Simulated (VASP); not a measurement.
## Fe: single point with PBE

Fe:

```
CELL_PARAMETERS angstrom
-1.41535 1.41535 1.41535
1.41535 -1.41535 1.41535
1.41535 1.41535 -1.41535
ATOMIC_POSITIONS crystal
Fe 0.00000 0.00000 0.00000
```

```json
{
 "Program": "VASP 6.6.1",
 "Task": "single point",
 "Functional": "PBE",
 "Potentials or basis": "VASP PAW PBE potentials, release 64 (Fe)",
 "Cutoff": "520 eV",
 "k mesh": "21 × 21 × 21",
 "Occupations": "fermi-dirac, width 0.08 eV",
 "Spin": "collinear spin, ferromagnetic start",
 "Starting moments": "[2.5] μB"
}
```

The pressure is -0.4 GPa, the net moment is 2.17 μB per cell and the site moments are Fe +2.17 μB. The valence electrons inside the program's atomic spheres are Fe 7.27.

Levels at points of the mesh, in eV from the Fermi level:
Spin up:
```
           k point  band 1  band 2  band 3  band 4  band 5  band 6  band 7  band 8  band 9  band 10
(0.00, 0.00, 0.00)   -8.45   -2.31   -2.31   -2.31   -1.10   -1.10   25.03   25.03   25.03    30.12
```
Spin down:
| k point | band 1 | band 2 | band 3 | band 4 | band 5 | band 6 | band 7 |
| --- | --- | --- | --- | --- | --- | --- | --- |
| (0.00, 0.00, 0.00) | -8.29 | -0.42 | -0.42 | -0.42 | 1.64 | 1.64 | 24.78 |

It took 29 s on 1 thread of Intel(R) Xeon(R) 6975P-C (Granite Rapids) (shared host), peak memory 0.18 GiB.
